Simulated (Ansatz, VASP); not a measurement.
**Two plane-wave programs on CsCl**

```
Cs Cl
1.0
     4.06534    0.00000    0.00000
     0.00000    4.06534    0.00000
     0.00000    0.00000    4.06534
Cs Cl
1 1
Direct
  0.00000 0.00000 0.00000
  0.50000 0.50000 0.50000
```

Alike in both runs: functional PBEsol; k mesh 12 × 12 × 12; occupations fermi-dirac, width 0.1 eV; no spin polarisation.

Ansatz relaxed the structure, and its values are those at the end. VASP's run is a single point on that final structure, the one shown.

|  | VASP | Ansatz |
| --- | --- | --- |
| version | VASP 6.6.1 | Ansatz 0.2.0 |
| potentials or method | VASP PAW PBE potentials, release 64 (Cs_sv, Cl) | PAW with Ansatz's default frozen-core files, scalar-relativistic |
| plane-wave cutoff (eV) | 500 | 420 |
| valence electrons in the cell | 16 | 16 |

```csv
,VASP,Ansatz,Ansatz less VASP
pressure (GPa),0.1,0.0,-0.04
```

VASP's potentials were made for PBE, not for PBEsol.

Neither program's run includes spin-orbit coupling.
